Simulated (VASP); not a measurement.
Set up this calculation in VASP 6.6.1, as the native input.

- Task: relaxation of shape and atoms at fixed volume
- Functional: PBE
- Dispersion: D3(BJ)
- Potentials or basis: VASP PAW PBE potentials, release 64 (B, N)
- Cutoff: 600 eV
- k mesh: 12 × 12 × 12
- Occupations: gaussian, width 0.02 eV
- Spin: no spin polarisation
- Dipole correction: no
- Further INCAR settings: ALGO = Normal; EDIFF = 1e-06; IBRION = 2; EDIFFG = -0.01; NSW = 50; ISIF = 4

The structure of BN lies in POSCAR:

```
BN
1.0
    1.2654642179      0.7306161068      3.3275084897
   -1.2654642179      0.7306161068      3.3275084897
    0.0000000000     -1.4612322137      3.3275084897
B N
1 1
Direct
    0.9996975442      0.9996975442      0.9996975442
    0.3327354558      0.3327354558      0.3327354558
```

This cell differs from its parent crystal: volume scaled by 1.03.

These files were run (other wordings do the same):

INCAR

```
PREC = Accurate
ENCUT = 600
EDIFF = 1E-6
ISMEAR = 0
SIGMA = 0.02
LREAL = F
LASPH = T
NELM = 60
ALGO = Normal
ISIF = 4
LWAVE = F
LCHARG = F
GGA = PE
IVDW = 12
IBRION = 2
NSW = 50
EDIFFG = -0.01
```

KPOINTS

```
Automatic mesh
0
Gamma
  12 12 12
```

Potentials or basis: VASP PAW PBE potentials, release 64 (B, N).

Run with:

```bash
$ cat potpaw_PBE.64/B/POTCAR potpaw_PBE.64/N/POTCAR > POTCAR
$ mpirun -np 1 vasp_std > vasp.out
```

It gave:

The energy gained by relaxing is 5.0 meV/atom and the ionic steps are 2. The pressure after relaxing is -0.9 GPa. The largest force after relaxing is 0.008 eV/Å and the band gap on the k mesh is 4.28 eV, indirect (least direct gap 4.68 eV). The dispersion energy per atom is -0.137 eV.

Run time: 74 s on 1 thread of Intel(R) Xeon(R) Platinum 8259CL CPU @ 2.50GHz (Skylake/Cascade Lake), with other jobs on the host, peak memory 0.2 GiB.
